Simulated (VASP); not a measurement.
Input of a VASP 6.6.1 run:

Contents of INCAR:

```
SYSTEM = TiAl3
ALGO = Fast
EDIFF = 1E-6
EDIFFG = -0.01
ENCUT = 600
GGA = PE
IBRION = 2
ISIF = 3
ISMEAR = 0
LASPH = .TRUE.
LCHARG = .FALSE.
LREAL = .FALSE.
LWAVE = .FALSE.
NELM = 60
NSW = 100
PREC = Accurate
SIGMA = 0.1
```

The input KPOINTS:

```
k-points
0
G
  12 12 8
  0 0 0
```

The input POSCAR:

```
TiAl3
1.0
    5.5765835000      0.0000000000      0.0000000000
   -2.7882917000      4.8294629000      0.0000000000
    0.0000000000      0.0000000000      4.7158581000
Ti Al
2 6
Direct
    0.3333333000      0.6666667000      0.7500000000
    0.6666667000      0.3333333000      0.2500000000
    0.8342435000      0.6684870000      0.7500000000
    0.1657565000      0.3315130000      0.2500000000
    0.3315130000      0.1657565000      0.7500000000
    0.6684870000      0.8342435000      0.2500000000
    0.1657565000      0.8342435000      0.2500000000
    0.8342435000      0.1657565000      0.7500000000
```

Potentials or basis: VASP PAW PBE potentials, release 64 (Ti_sv, Al).

Command:

```bash
$ cat potpaw_PBE.64/Ti_sv/POTCAR potpaw_PBE.64/Al/POTCAR > POTCAR
$ mpirun -np 1 vasp_std > vasp.out
```

**Question.** Estimate the band gap on the k mesh.

**Answer.** Zero (bands 21 and 22 overlap by 1.13 eV).

**Question.** Predict the relaxed volume.

**Answer.** 15.88 Å³/atom.

Forces on the atoms (eV/Å):
```
Ti   0.000  0.000  0.000
Ti   0.000  0.000  0.000
Al   0.000 -0.009  0.000
Al   0.000  0.009  0.000
Al   0.008  0.005  0.000
Al  -0.008 -0.005  0.000
Al   0.008 -0.005  0.000
Al  -0.008  0.005  0.000
```
